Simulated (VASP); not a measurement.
# TaN in VASP: notebook, part 2 of 2

VASP 6.6.1. Earlier steps stand in the parts before.

### Step 3. Single point, PBE, collinear spin, ferromagnetic start

Contents of INCAR:

```
ALGO     = Normal         # electronic algorithm
EDIFF    = 1E-7           # SCF threshold, eV
ENCUT    = 520            # plane-wave cutoff, eV
GGA      = PE             # functional
ISIF     = 2              # what is computed and relaxed
ISMEAR   = 0              # smearing method
ISPIN    = 2              # spin polarisation
LASPH    = True           # aspherical terms in the spheres
LCHARG   = False          # write CHGCAR
LMAXMIX  = 4              # l up to which the mixer works
LORBIT   = 11             # projections on sites
LREAL    = False          # projectors in reciprocal space
LWAVE    = False          # write WAVECAR
MAGMOM   = 1 0            # initial moments
NBANDS   = 19             # bands
NELM     = 150            # most SCF steps
PREC     = Accurate       # precision mode
SIGMA    = 0.1            # smearing width, eV
```

Contents of KPOINTS:

```
k-points
0
Gamma
  8 8 8
```

Contents of POSCAR:

```
TaN
1.0
   -1.5471000763      1.5778517525      2.2087566643
    1.5471000763     -1.5778517525      2.2087566643
    1.5471000763      1.5778517525     -2.2087566643
Ta N
1 1
Direct
    0.0000000000      0.0000000000      0.0000000000
    0.5000000000      0.5000000000      0.0000000000
```

Potentials or basis: VASP PAW PBE potentials, release 64 (Ta_pv, N).

The run is started by

```
$ cat potpaw_PBE.64/Ta_pv/POTCAR potpaw_PBE.64/N/POTCAR > POTCAR
$ mpirun -np 1 vasp_std > vasp.out
```

OUTCAR:

```text
EDIFF = 1E-7
   ENCUT = 520
   GGA = PE
   ISIF = 2
   ISMEAR = 0
   ISPIN = 2
   LASPH = True
   LORBIT = 11
   LREAL = False
   NELM = 150
   PREC = Accurate

 ion  position               nearest neighbor table
   1  0.000  0.000  0.000-   2 2.21   2 2.21   2 2.21   2 2.21   2 2.21   2 2.21
   2  0.500  0.500  0.000-   1 2.21   1 2.21   1 2.21   1 2.21   1 2.21   1 2.21

  LATTYP: Found a body centered orthorhombic cell.
 ALAT       =     3.0942001526
 B/A-ratio  =     1.0198769793
 C/A-ratio  =     1.4276753638

  Lattice vectors:

 A1 = (  -1.5471000763,   1.5778517525,   2.2087566643)
[... 1273 lines left out ...]

 VOLUME and BASIS-vectors are now :
 -----------------------------------------------------------------------------
  energy-cutoff  :      520.00
  volume of cell :       21.57
      direct lattice vectors                 reciprocal lattice vectors
    -1.547100076  1.577851752  2.208756664     0.000000000  0.316886551  0.226371700
     1.547100076 -1.577851752  2.208756664     0.323185299  0.000000000  0.226371700
     1.547100076  1.577851752 -2.208756664     0.323185299  0.316886551  0.000000000

 POSITION                                       TOTAL-FORCE (eV/Angst)
 -----------------------------------------------------------------------------------
      0.00000      0.00000      0.00000         0.000000      0.000000      0.000000
      0.00000      0.00000      2.20876        -0.000000     -0.000000     -0.000000
 -----------------------------------------------------------------------------------
    total drift:                               -0.000000      0.000000     -0.000000

  FREE ENERGIE OF THE ION-ELECTRON SYSTEM (eV)
  ---------------------------------------------------
  free  energy   TOTEN  =       -21.8020267946 eV

  energy  without entropy=      -21.7972666333  energy(sigma->0) =      -21.79964671

 total charge

# of ion       s       p       d       tot
------------------------------------------
    1        0.269   6.213   2.434   8.916
    2        1.227   2.531   0.000   3.759
--------------------------------------------------
tot          1.496   8.744   2.434  12.675

 magnetization (x)

# of ion       s       p       d       tot
------------------------------------------
    1       -0.000  -0.000  -0.000  -0.000
    2       -0.000   0.000   0.000   0.000
--------------------------------------------------
tot         -0.000   0.000  -0.000  -0.000
```

OSZICAR:

```text
N       E                     dE             d eps       ncg     rms          rms(c)
DAV:   1     0.106417010264E+03    0.10642E+03   -0.77649E+03  7220   0.843E+02
DAV:   2    -0.212171369456E+02   -0.12763E+03   -0.12025E+03  8164   0.271E+02
DAV:   3    -0.247170331164E+02   -0.34999E+01   -0.34509E+01  8223   0.422E+01
DAV:   4    -0.247278084527E+02   -0.10775E-01   -0.10774E-01  8073   0.253E+00
DAV:   5    -0.247278327995E+02   -0.24347E-04   -0.24347E-04  8114   0.122E-01    0.242E+01
DAV:   6    -0.219099399577E+02    0.28179E+01   -0.40581E+00  8422   0.208E+01    0.980E+00
DAV:   7    -0.218370479127E+02    0.72892E-01   -0.43537E-01  7564   0.512E+00    0.708E+00
DAV:   8    -0.218108860503E+02    0.26162E-01   -0.10595E-01  7746   0.263E+00    0.197E+00
DAV:   9    -0.218027542072E+02    0.81318E-02   -0.71075E-03  7570   0.650E-01    0.413E-01
DAV:  10    -0.218020874048E+02    0.66680E-03   -0.18401E-03  8173   0.335E-01    0.276E-01
DAV:  11    -0.218020973316E+02   -0.99267E-05   -0.14023E-04  7749   0.122E-01    0.490E-02
DAV:  12    -0.218020287454E+02    0.68586E-04   -0.15088E-05  7793   0.414E-02    0.193E-02
DAV:  13    -0.218020272652E+02    0.14802E-05   -0.65818E-07  7692   0.682E-03    0.123E-02
DAV:  14    -0.218020266731E+02    0.59207E-06   -0.23498E-07  7689   0.402E-03    0.410E-03
DAV:  15    -0.218020267915E+02   -0.11837E-06   -0.34132E-08  3999   0.153E-03    0.698E-04
DAV:  16    -0.218020267946E+02   -0.31757E-08   -0.66288E-09  3958   0.596E-04
   1 F= -.21802027E+02 E0= -.21799647E+02  d E =-.476016E-02  mag=     0.0000
```

stdout:

```text
POSCAR found type information on POSCAR TaN
 POSCAR found :  2 types and       2 ions
 scaLAPACK will be used
 LDA part: xc-table for (Slater+PW92), standard interpolation
 POSCAR, INCAR and KPOINTS ok, starting setup
 FFT: planning ... GRIDC
 FFT: planning ... GRID_SOFT
 FFT: planning ... GRID
 WAVECAR not read
 entering main loop
```

It took 90 s on 1 thread of Intel Xeon 8259CL, shared host; peak memory 0.2 GiB.

What came out:

```
Free energy                                           : -21.8020 eV
Pressure                                              : 0.6 GPa
Band gap on the k mesh                                : zero (filled and empty bands overlap)
Net moment                                            : 0.00 μB per cell
Valence electrons inside the program's atomic spheres : Ta 8.92; N 3.76
```

Stress tensor (GPa, compression positive):
```
 1.46  0.00  0.00
 0.00 -0.28  0.00
 0.00  0.00  0.74
```

Levels at points of the mesh, in eV from the Fermi level:
Spin up:
```tsv
k point	band 6	band 7	band 8	band 9	band 10	band 11
(0.00, 0.00, 0.00)	-3.84	-3.78	-2.27	-2.13	-1.96	0.02
(0.50, 0.00, 0.00)	-7.54	-7.39	1.54	1.87	1.95	3.77
(0.00, 0.50, 0.00)	-7.65	-7.51	1.75	1.78	2.14	3.69
(0.50, 0.50, 0.00)	-5.42	-4.66	-4.65	2.01	3.41	3.42
(0.50, 0.50, 0.50)	-5.42	-4.74	-4.57	2.03	3.42	3.42
```
Spin down:
```tsv
k point	band 4	band 5	band 6	band 7	band 8	band 9	band 10	band 11	band 12	band 13
(0.00, 0.00, 0.00)	-18.80	-3.89	-3.84	-3.78	-2.27	-2.13	-1.96	0.02	0.02	1.36
(0.50, 0.00, 0.00)	-15.88	-10.32	-7.54	-7.39	1.54	1.87	1.95	3.77	7.24	7.31
(0.00, 0.50, 0.00)	-15.84	-10.30	-7.65	-7.51	1.75	1.78	2.14	3.69	7.36	7.41
(0.50, 0.50, 0.00)	-17.54	-6.67	-5.42	-4.66	-4.65	2.01	3.41	3.42	4.33	6.62
(0.50, 0.50, 0.50)	-17.55	-6.66	-5.42	-4.74	-4.57	2.03	3.42	3.42	4.34	6.60
```

Caveat: spin-orbit coupling is left out, which moves the levels of the heavy elements.

### Step 4. Single point, PBE

Contents of INCAR:

```
SYSTEM = TaN
ALGO = Normal ; EDIFF = 1E-7
ENCUT = 520 ; GGA = PE
ISIF = 2 ; ISMEAR = 0
LASPH = .True. ; LCHARG = .True.
LELF = .True. ; LREAL = .False.
LVHAR = .True. ; LWAVE = .False.
NBANDS = 15 ; NELM = 100
PREC = Accurate ; SIGMA = 0.1
```

Contents of KPOINTS:

```
k-points
0
Gamma
  24 24 24
  0 0 0
```

Contents of POSCAR:

```
TaN
1.0
   -1.5614869108      1.5618514847      2.2085399826
    1.5614869108     -1.5618514847      2.2085399826
    1.5614869108      1.5618514847     -2.2085399826
Ta N
1 1
Direct
    0.0000000000      0.0000000000      0.0000000000
    0.5000000000      0.5000000000      0.0000000000
```

The run is started by

```
$ cat potpaw_PBE.64/Ta_pv/POTCAR potpaw_PBE.64/N/POTCAR > POTCAR
$ mpirun -np 1 vasp_std > vasp.out
```

Run time: 8.9 min. Hardware: 1 thread of Intel Xeon 8259CL, shared host; peak memory 0.71 GiB.

The run converged. Its results:

```
Free energy            : -21.8285 eV
Pressure               : 0.8 GPa
Band gap on the k mesh : zero (band 8 reaches 11.26 eV, above the bottom of band 9 at 7.33 eV)
```

Levels at points of the mesh, in eV from the Fermi level:
| k point | band 4 | band 5 | band 6 | band 7 | band 8 | band 9 | band 10 | band 11 | band 12 | band 13 |
| --- | --- | --- | --- | --- | --- | --- | --- | --- | --- | --- |
| (0.00, 0.00, 0.00) | -18.75 | -3.79 | -3.79 | -3.79 | -2.07 | -2.07 | -2.07 | 0.06 | 0.06 | 1.41 |
| (0.50, 0.00, 0.00) | -15.81 | -10.27 | -7.48 | -7.48 | 1.86 | 1.86 | 1.95 | 3.78 | 7.39 | 7.39 |
| (0.00, 0.50, 0.00) | -15.81 | -10.27 | -7.49 | -7.48 | 1.86 | 1.86 | 1.95 | 3.78 | 7.39 | 7.39 |
| (0.50, 0.50, 0.00) | -17.50 | -6.62 | -5.38 | -4.61 | -4.61 | 2.07 | 3.47 | 3.47 | 4.39 | 6.66 |
| (0.50, 0.50, 0.50) | -17.50 | -6.62 | -5.38 | -4.61 | -4.61 | 2.07 | 3.47 | 3.47 | 4.39 | 6.66 |

Caveat: spin-orbit coupling is left out, which moves the levels of the heavy elements.

### Step 5. The runs side by side

| spin | cell | k mesh | gap on the mesh (eV) | pressure (GPa) |
| --- | --- | --- | --- | --- |
| off | a = 3.124 Å, angles 120.6, 90.0, 119.3°, 2 atoms | 6 × 6 × 6 | none | 0.9 |
| collinear, ferromagnetic start | a = 3.124 Å, angles 120.6, 119.3, 90.0°, 2 atoms | 8 × 8 × 8 | none | 0.6 |
| off | a = 3.123 Å, angles 120.0, 120.0, 90.0°, 2 atoms | 24 × 24 × 24 | none | 0.8 |

Alike in all rows: task single point; level PBE; potentials or basis VASP PAW PBE potentials, release 64 (Ta_pv, N); cutoff (eV) 520; smearing gaussian 0.1 eV.

Caveats: some runs use coarse meshes; spin-orbit coupling is left out, which moves the levels of the heavy elements.

Total energies depend on the potentials used, so only differences within one code and one set of settings carry meaning.
